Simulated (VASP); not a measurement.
# BP (I-4m2) in VASP: a series of runs, part 2 of 2

VASP 6.6.1. Earlier steps stand in the parts before.

## 5. Single point, PBE (strain +0.040 along x and y, +0.000 along z)

Input file INCAR:

```
PREC     = Accurate       # precision mode
ENCUT    = 520            # plane-wave cutoff, eV
EDIFF    = 1E-7           # SCF threshold, eV
ISMEAR   = 0              # smearing method
SIGMA    = 0.05           # smearing width, eV
LREAL    = False          # projectors in reciprocal space
LASPH    = True           # aspherical terms in the spheres
NELM     = 100            # most SCF steps
ALGO     = Normal         # electronic algorithm
ISIF     = 2              # what is computed and relaxed
LWAVE    = False          # write WAVECAR
LCHARG   = True           # write CHGCAR
GGA      = PE             # functional
LELF     = True           # ELF
LVHAR    = True         
NBANDS   = 11             # bands
```

Input file KPOINTS:

```
regular mesh
0
Gamma
  10 10 10
```

Input file POSCAR:

```
BP
1.0
    0.0000000000      2.3597600000      2.2690000000
    2.3597600000      0.0000000000      2.2690000000
    2.3597600000      2.3597600000      0.0000000000
B P
1 1
Direct
    0.0000000000      0.0000000000      0.0000000000
    0.7500000000      0.7500000000      0.7500000000
```

Potentials or basis: VASP PAW PBE potentials, release 64 (B, P).

Command:

```
cat potpaw_PBE.64/B/POTCAR potpaw_PBE.64/P/POTCAR > POTCAR
mpirun -np 1 vasp_std > vasp.out
```

OUTCAR:

```text
PREC = Accurate
   ENCUT = 520
   EDIFF = 1E-7
   ISMEAR = 0
   LREAL = False
   LASPH = True
   NELM = 100
   ISIF = 2
   GGA = PE

 ion  position               nearest neighbor table
   1  0.000  0.000  0.000-   2 2.02   2 2.02   2 2.02   2 2.02
   2  0.750  0.750  0.750-   1 2.02   1 2.02   1 2.02   1 2.02

  LATTYP: Found a body centered tetragonal cell.
 ALAT       =     3.3372045959
 C/A-ratio  =     1.3598207331

  Lattice vectors:

 A1 = (   0.0000000000,  -2.3597600000,  -2.2690000000)
 A2 = (   0.0000000000,   2.3597600000,  -2.2690000000)
 A3 = (   2.3597600000,   0.0000000000,   2.2690000000)

Analysis of symmetry for initial positions (statically):
=====================================================================
 Subroutine PRICEL returns:
 Original cell was already a primitive cell.

 Routine SETGRP: Setting up the symmetry group for a
 body centered tetragonal supercell.

 Subroutine GETGRP returns: Found  8 space group operations
 (whereof  8 operations were pure point group operations)
 out of a pool of 16 trial point group operations.

The static configuration has the point symmetry D_2d.

Analysis of symmetry for dynamics (positions and initial velocities):
=====================================================================
 Subroutine PRICEL returns:
 Original cell was already a primitive cell.

 Routine SETGRP: Setting up the symmetry group for a
 body centered tetragonal supercell.

 Subroutine GETGRP returns: Found  8 space group operations
 (whereof  8 operations were pure point group operations)
 out of a pool of 16 trial point group operations.

The dynamic configuration has the point symmetry D_2d.

 Subroutine INISYM returns: Found  8 space group operations
 (whereof  8 operations are pure point group operations),
 and found     1 'primitive' translations

----------------------------------------------------------------------------------------

                                     Primitive cell

  volume of cell :      25.2697

  direct lattice vectors                    reciprocal lattice vectors
     0.000000000  2.359760000  2.269000000    -0.211885955  0.211885955  0.220361393
     2.359760000  0.000000000  2.269000000     0.211885955 -0.211885955  0.220361393
     2.359760000  2.359760000  0.000000000     0.211885955  0.211885955 -0.220361393

  length of vectors
     3.273656710  3.273656710  3.337204596     0.371954915  0.371954915  0.371954915

  position of ions in fractional coordinates (direct lattice)
     0.000000000  0.000000000  0.000000000
     0.750000000  0.750000000  0.750000000

  ion indices of the primitive-cell ions
   primitive index   ion index
                 1           1
                 2           2

----------------------------------------------------------------------------------------

 KPOINTS: regular mesh

Automatic generation of k-mesh.
 Grid dimensions read from file:
 generate k-points for:   10   10   10

 Generating k-lattice:

  Cartesian coordinates                     Fractional coordinates (reciprocal lattice)
    -0.021188595  0.021188595  0.022036139     0.100000000 -0.000000000  0.000000000
     0.021188595 -0.021188595  0.022036139    -0.000000000  0.100000000  0.000000000
     0.021188595  0.021188595 -0.022036139     0.000000000  0.000000000  0.100000000

  Length of vectors
     0.037195492  0.037195492  0.037195492

  Shift w.r.t. Gamma in fractional coordinates (k-lattice)
     0.000000000  0.000000000  0.000000000

 Subroutine IBZKPT returns following result:
 ===========================================

 Found    102 irreducible k-points:

 Following reciprocal coordinates:
            Coordinates               Weight
  0.000000  0.000000  0.000000      1.000000
  0.100000 -0.000000  0.000000      8.000000
  0.200000 -0.000000  0.000000      8.000000
  0.300000 -0.000000  0.000000      8.000000
  0.400000 -0.000000  0.000000      8.000000
  0.500000 -0.000000  0.000000      4.000000
[... 16 lines left out ...]
  0.300000  0.300000  0.000000      2.000000
  0.400000  0.300000  0.000000      8.000000
 [... further k-points ...]
   k-points           NKPTS =    102   k-points in BZ     NKDIM =    102   number of bands    NBANDS=     11
   number of dos      NEDOS =    301   number of ions     NIONS =      2
   total plane-waves  NPLWV =  16128
   dimension x,y,z NGX =    24 NGY =   24 NGZ =   28
   dimension x,y,z NGXF=    48 NGYF=   48 NGZF=   56
   ions per type =               1   1
   NGX,Y,Z   is equivalent  to a cutoff of  12.19, 12.19, 13.95 a.u.
   NGXF,Y,Z  is equivalent  to a cutoff of  24.38, 24.38, 27.90 a.u.
 SYSTEM =  unknown system
   PREC   = accura    normal or accurate (medium, high low for compatibility)
   ISTART =      0    job   : 0-new  1-cont  2-samecut
   ICHARG =      2    charge: 1-file 2-atom 10-const
   ISPIN  =      1    spin polarized calculation?
   LNONCOLLINEAR =      F non collinear calculations
   LSORBIT =      F    spin-orbit coupling
   LASPH  =      T    aspherical Exc in radial PAW
   ENCUT  =  520.0 eV  38.22 Ry    6.18 a.u.   6.09  6.09  6.20*2*pi/ulx,y,z
   NELM   =    100;   NELMIN=  2; NELMDL= -5     # of ELM steps
   EDIFF  = 0.1E-06   stopping-criterion for ELM
   LREAL  =      F    real-space projection
   EDIFFG = 0.1E-05   stopping-criterion for IOM
   NSW    =      0    number of steps for IOM
   IBRION =     -1    ionic relax: 0-MD 1-quasi-New 2-CG
   NFREE  =      0    steps in history (QN), initial steepest desc. (CG)
   ISIF   =      2    stress and relaxation
   ISYM   =      2    0-nonsym 1-usesym 2-fastsym
   POTIM  = 0.5000    time-step for ionic-motion
   TEBEG  =    0.0;   TEEND  =   0.0 temperature during run
   PSTRESS=    0.0 pullay stress
   NELECT =       8.0000    total number of electrons
   NUPDOWN=      -1.0000    fix difference up-down
   EMIN   =  10.00;   EMAX   =-10.00  energy-range for DOS
   EFERMI =   0.00;   METHOD = LEGACY
   ISMEAR =     0;   SIGMA  =   0.05  broadening in eV -4-tet -1-fermi 0-gaus
   EFERMI_NEDOS =   21; number of points for ismear=-14 and -15
   IALGO  =     38    algorithm
   IMIX   =      4    mixing-type and parameters
     AMIX     =   0.40;   BMIX     =  1.00
     AMIX_MAG =   1.60;   BMIX_MAG =  1.00
  volume/ion in A,a.u.               =      12.63        85.26
  Fermi-wavevector in a.u.,A,eV,Ry     =   1.115762  2.108484 16.938221  1.244924
  Thomas-Fermi vector in A             =   2.252369
   LORBIT       =      0    0 simple, 1 ext, 2 COOP (PROOUT), +10 PAW based schemes
   GGA     = PE    functional components
   LHFCALC =     F    Hartree Fock is set to
   AEXX    =    0.0000 exact exchange contribution
   IVDW    =     0    specifies the selected vdW correction
   LEPSILON=     F    determine dielectric tensor
   LRPA    =     F    only Hartree local field effects (RPA)
 non-spin polarized calculation
 Gauss-broadening in eV      SIGMA  =   0.05
  energy-cutoff  :      520.00
  volume of cell :       25.27
 maximum number of plane-waves:       692
   NGX = 13   NGY = 13   NGZ = 13

 number of electron       7.9999999 magnetization

 Free energy of the ion-electron system (eV)
  ---------------------------------------------------
  ext. energy  EPLUGINS =         0.00000000
  ---------------------------------------------------
  free energy    TOTEN  =       -12.85170657 eV

  energy without entropy =      -12.85170657  energy(sigma->0) =      -12.85170657

 E-fermi :   7.0435     XC(G=0): -10.5741

 val. band max:        6.7667138232   @ k =   0.0000   0.0000   0.0000
 cond. band min:       7.5502308982   @ k =   0.4000   0.4000   0.0000
 fundamental gap:      0.7835170750
 Fermi energy:         7.0435396783

 k-point     1 :       0.0000    0.0000    0.0000
  band No.  band energies     occupation
      1      -8.2461      2.00000
      2       6.4147      2.00000
      3       6.4147      2.00000
      4       6.7667      2.00000
      5       9.6844      0.00000
      6       9.9125      0.00000
      7       9.9125      0.00000
      8      12.7214      0.00000
      9      17.5442      0.00000
     10      17.9653      0.00000
     11      18.8804      0.00000
[... 309 lines left out ...]
 k-point    24 :       0.4000    0.3000    0.0000
  band No.  band energies     occupation
      1      -5.3850      2.00000
      2       0.7087      2.00000
      3       2.6860      2.00000
      4       3.0355      2.00000
      5       8.0838      0.00000
      6       9.9625      0.00000
      7      15.4867      0.00000
      8      15.4883      0.00000
      9      19.9002      0.00000
     10      21.2011      0.00000
     11      22.7740      0.00000

 [... further k-points ...]

------------------------ aborting loop because EDIFF is reached ----------------------------------------

  FORCE on cell =-STRESS in cart. coord.  units (eV):
  Direction    XX          YY          ZZ          XY          YZ          ZX
  --------------------------------------------------------------------------------------
  -------------------------------------------------------------------------------------
  Total       -2.1111626     -2.1111626     -0.6435707      0.0000000      0.0000000      0.0000000
  in kB     -133.8542284   -133.8542284    -40.8043717      0.0000000      0.0000000      0.0000000
  external PRESSURE =    -102.8376095 kB  Pullay stress =       0.0000000 kB

 VOLUME and BASIS-vectors are now :
 -----------------------------------------------------------------------------
  energy-cutoff  :      520.00
  volume of cell :       25.27
      direct lattice vectors                 reciprocal lattice vectors
     0.000000000  2.359760000  2.269000000    -0.211885955  0.211885955  0.220361393
     2.359760000  0.000000000  2.269000000     0.211885955 -0.211885955  0.220361393
     2.359760000  2.359760000  0.000000000     0.211885955  0.211885955 -0.220361393

 POSITION                                       TOTAL-FORCE (eV/Angst)
 -----------------------------------------------------------------------------------
      0.00000      0.00000      0.00000        -0.000000     -0.000000     -0.000000
      3.53964      3.53964      3.40350         0.000000      0.000000      0.000000
 -----------------------------------------------------------------------------------
    total drift:                                0.000000      0.000000     -0.000000

  FREE ENERGIE OF THE ION-ELECTRON SYSTEM (eV)
  ---------------------------------------------------
  free  energy   TOTEN  =       -12.8517065736 eV

  energy  without entropy=      -12.8517065736  energy(sigma->0) =      -12.85170657
```

It took 12 s on 1 thread of Intel Xeon Platinum 8488C (Sapphire Rapids), shared host; peak memory 0.15 GiB.

What came out:

| Quantity | Value |
| --- | --- |
| Free energy | -12.8517 eV |
| Pressure | -10.3 GPa |
| Band gap on the k mesh | 0.78 eV, indirect (least direct gap 2.92 eV) |

Caveat: the cell differs from its parent crystal (strain +0.040 along x and y, +0.000 along z).

## 6. Single point, PBE (strain +0.080 along x and y, -0.040 along z)

Input file INCAR:

```
SYSTEM = BP
  ALGO = Normal
  EDIFF = 1E-7
  ENCUT = 520
  GGA = PE
  ISIF = 2
  ISMEAR = 0
  LASPH = .TRUE.
  LCHARG = .FALSE.
  LREAL = .FALSE.
  LWAVE = .FALSE.
  NBANDS = 11
  NELM = 100
  PREC = Accurate
  SIGMA = 0.05
```

Input file KPOINTS:

```
k-points
0
G
  10 10 10
  0 0 0
```

Input file POSCAR:

```
BP
1.0
    0.0000000000      2.4505200000      2.1782400000
    2.4505200000      0.0000000000      2.1782400000
    2.4505200000      2.4505200000      0.0000000000
B P
1 1
Direct
    0.0000000000      0.0000000000      0.0000000000
    0.7500000000      0.7500000000      0.7500000000
```

Potentials or basis: VASP PAW PBE potentials, release 64 (B, P).

Command:

```
cat potpaw_PBE.64/B/POTCAR potpaw_PBE.64/P/POTCAR > POTCAR
mpirun -np 1 vasp_std > vasp.out
```

OUTCAR:

```text
SYSTEM = BP
   EDIFF = 1E-7
   ENCUT = 520
   GGA = PE
   ISIF = 2
   ISMEAR = 0
   LASPH = .TRUE.
   LREAL = .FALSE.
   NELM = 100
   PREC = Accurate

 ion  position               nearest neighbor table
   1  0.000  0.000  0.000-   2 2.05   2 2.05   2 2.05   2 2.05
   2  0.750  0.750  0.750-   1 2.05   1 2.05   1 2.05   1 2.05

  LATTYP: Found a body centered tetragonal cell.
 ALAT       =     3.4655586189
 C/A-ratio  =     1.2570787221

  Lattice vectors:

[... 524 lines left out ...]

  FORCE on cell =-STRESS in cart. coord.  units (eV):
  Direction    XX          YY          ZZ          XY          YZ          ZX
  --------------------------------------------------------------------------------------
  -------------------------------------------------------------------------------------
  Total       -3.6284739     -3.6284739      0.2773104      0.0000000      0.0000000      0.0000000
  in kB     -222.2195988   -222.2195988     16.9833924      0.0000000      0.0000000      0.0000000
  external PRESSURE =    -142.4852684 kB  Pullay stress =       0.0000000 kB

 VOLUME and BASIS-vectors are now :
 -----------------------------------------------------------------------------
  energy-cutoff  :      520.00
  volume of cell :       26.16
      direct lattice vectors                 reciprocal lattice vectors
     0.000000000  2.450520000  2.178240000    -0.204038327  0.204038327  0.229543117
     2.450520000  0.000000000  2.178240000     0.204038327 -0.204038327  0.229543117
     2.450520000  2.450520000  0.000000000     0.204038327  0.204038327 -0.229543117

 POSITION                                       TOTAL-FORCE (eV/Angst)
 -----------------------------------------------------------------------------------
      0.00000      0.00000      0.00000        -0.000000     -0.000000     -0.000000
      3.67578      3.67578      3.26736         0.000000      0.000000      0.000000
 -----------------------------------------------------------------------------------
    total drift:                               -0.000000     -0.000000      0.000000

  FREE ENERGIE OF THE ION-ELECTRON SYSTEM (eV)
  ---------------------------------------------------
  free  energy   TOTEN  =       -12.6396535813 eV

  energy  without entropy=      -12.6395971623  energy(sigma->0) =      -12.63962537
```

stdout:

```text
POSCAR found type information on POSCAR B P
 POSCAR found :  2 types and       2 ions
 scaLAPACK will be used
 LDA part: xc-table for (Slater+PW92), standard interpolation
 POSCAR, INCAR and KPOINTS ok, starting setup
 FFT: planning ... GRIDC
 FFT: planning ... GRID_SOFT
 FFT: planning ... GRID
 WAVECAR not read
 entering main loop
```

Wall time 11 s (1 thread of Intel Xeon Platinum 8488C (Sapphire Rapids), shared host); peak memory 0.15 GiB.

What came out:

```yaml
Free_energy: -12.6397 eV
Pressure: -14.2 GPa
Band_gap_on_the_k_mesh: zero (band 4 reaches 6.80 eV, above the bottom of band 5 at 6.60 eV)
```

Caveat: the cell differs from its parent crystal (strain +0.080 along x and y, -0.040 along z).

## 7. The runs side by side

| cell | gap on the mesh (eV) | pressure (GPa) |
| --- | --- | --- |
| a = 3.211, b = 3.211, c = 3.337 Å, angles 58.7, 58.7, 62.6°, 2 atoms | 0.14 | -5.0 |
| a = 3.340, b = 3.340, c = 3.209 Å, angles 61.3, 61.3, 57.4°, 2 atoms | 0.78 | -10.1 |
| a = 3.219, b = 3.219, c = 3.466 Å, angles 57.4, 57.4, 65.1°, 2 atoms | none | -9.7 |
| a = 3.274, b = 3.274, c = 3.337 Å, angles 59.4, 59.4, 61.3°, 2 atoms | 0.78 | -10.3 |
| a = 3.279, b = 3.279, c = 3.466 Å, angles 58.1, 58.1, 63.8°, 2 atoms | none | -14.2 |

Alike in all rows: task single point; level PBE; potentials or basis VASP PAW PBE potentials, release 64 (B, P); no spin polarisation; k mesh 10 × 10 × 10; cutoff (eV) 520; smearing gaussian 0.05 eV.

Total energies depend on the potentials used, so only differences within one code and one set of settings carry meaning.
